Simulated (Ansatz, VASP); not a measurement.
## SiNi3 in VASP and in Ansatz

```
Si Ni
1.0
     3.35741    0.00000    0.00000
     0.00000    3.35741    0.00000
     0.00000    0.00000    3.35741
Si Ni
1 3
Direct
  0.00000 0.00000 0.00000
  0.00000 0.50000 0.50000
  0.50000 0.00000 0.50000
  0.50000 0.50000 0.00000
```

Change from the starting cell: equal strain along all axes, cell held, atoms relaxed: -3.0 %.

Alike in both runs: task single point; functional PBEsol; k mesh 16 × 16 × 16; occupations gaussian, width 0.1 eV; no spin polarisation.

```csv
,VASP,Ansatz
version,VASP 6.6.1,Ansatz 0.2.0
potentials or method,"VASP PAW PBE potentials, release 64 (Si, Ni), cutoff 520 eV","scalar-relativistic, plane waves, PAW"
valence electrons in the cell,34,58
```

VASP gave:

- gap on the k mesh at the Fermi level (eV): none
- pressure (GPa): 27.5

Estimate Ansatz's values.

gap on the k mesh at the Fermi level (eV): none; pressure (GPa): 27.1.

VASP's potentials were made for PBE, not for PBEsol. A gap of «none» marks a metal or a gap that the smearing closes. With one functional, cell and mesh, what is left measures potentials, basis and numerics. VASP's potentials hold 34 valence electrons a cell and Ansatz's 58, so a difference there can come from the potentials and not from the codes.
